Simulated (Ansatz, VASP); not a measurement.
## Cu: VASP beside Ansatz

```xyz
1
Lattice="-0.3917 1.6344 1.6344 1.6344 -0.3917 1.6344 1.6344 1.6344 -0.3917" Properties=species:S:1:pos:R:3 pbc="T T T"
Cu    0.0000    0.0000    0.0000
```

Alike in both runs: task single point; functional PBE; k mesh 24 × 24 × 24; occupations gaussian, width 0.15 eV; no spin polarisation.

```csv
,VASP,Ansatz
version,VASP 6.6.1,Ansatz 0.2.0
potentials or method,"VASP PAW PBE potentials, release 64 (Cu), cutoff 520 eV","scalar-relativistic, plane waves, PAW"
valence electrons in the cell,11,19
```

VASP gave:

| Item | Value |
| --- | --- |
| gap on the k mesh at the Fermi level (eV) | none |
| pressure (GPa) | 14.9 |
| traceless stress, the component that is largest in VASP (GPa) | 9.27 |

What did Ansatz give for the same quantities?

gap on the k mesh at the Fermi level (eV): none; pressure (GPa): 14.4; traceless stress, the component that is largest in VASP (GPa): 9.32.

A gap of «none» marks a metal or a gap that the smearing closes. VASP's potentials hold 11 valence electrons a cell and Ansatz's 19, so a difference there can come from the potentials and not from the codes.
